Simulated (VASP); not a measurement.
Here is a VASP 6.6.1 calculation.

File INCAR:

```
PREC = Accurate
ENCUT = 600
EDIFF = 1E-6
ISMEAR = -1
SIGMA = 0.1
LREAL = F
LASPH = T
NELM = 100
ALGO = Normal
ISIF = 3
LWAVE = F
LCHARG = F
GGA = PE
IVDW = 12
IBRION = 2
NSW = 80
EDIFFG = -0.01
```

KPOINTS

```
regular mesh
0
Gamma
  8 8 7
```

Contents of POSCAR:

```
CaI
1.0
    4.1468200000      0.0000000000      0.0000000000
   -2.0734100000      3.5912514649      0.0000000000
    0.0000000000      0.0000000000      4.5762290000
Ca I
1 1
Direct
    0.0000000000      0.0000000000      0.5000000000
    0.6666666667      0.3333333333      0.0000000000
```

Potentials or basis: VASP PAW PBE potentials, release 64 (Ca_sv, I).

Command:

```sh
$ cat potpaw_PBE.64/Ca_sv/POTCAR potpaw_PBE.64/I/POTCAR > POTCAR
$ mpirun -np 1 vasp_std > vasp.out
```

Question: Estimate the relaxed cell.

Answer: a = 4.047 Å, b = 4.047 Å, c = 4.472 Å, α = 90.00°, β = 90.00°, γ = 120.00°.

Question: Predict the space group after relaxing (to 0.1 Å).

Answer: P-6m2 (No. 187).

Question: Estimate the band gap on the k mesh.

Answer: Zero (an odd number of electrons rules out a gap without spin polarisation).

Step by step:
| step | energy change (eV) | largest force (eV/Å) | pressure (GPa) | volume (Å³) |
| --- | --- | --- | --- | --- |
| 1 | 0.0000 | 0.0000 | -1.64 | 68.15 |
| 2 | -0.0236 | 0.0000 | -0.53 | 64.76 |
| 3 | -0.0258 | 0.0000 | -0.03 | 63.54 |
| 4 | -0.0258 | 0.0000 | 0.01 | 63.45 |
| 5 | -0.0258 | 0.0000 | 0.01 | 63.44 |

Caveat: spin-orbit coupling is left out, which moves the levels of the heavy elements; an odd number of electrons without spin polarisation forces a metal; a magnetic or distorted state may lie lower.
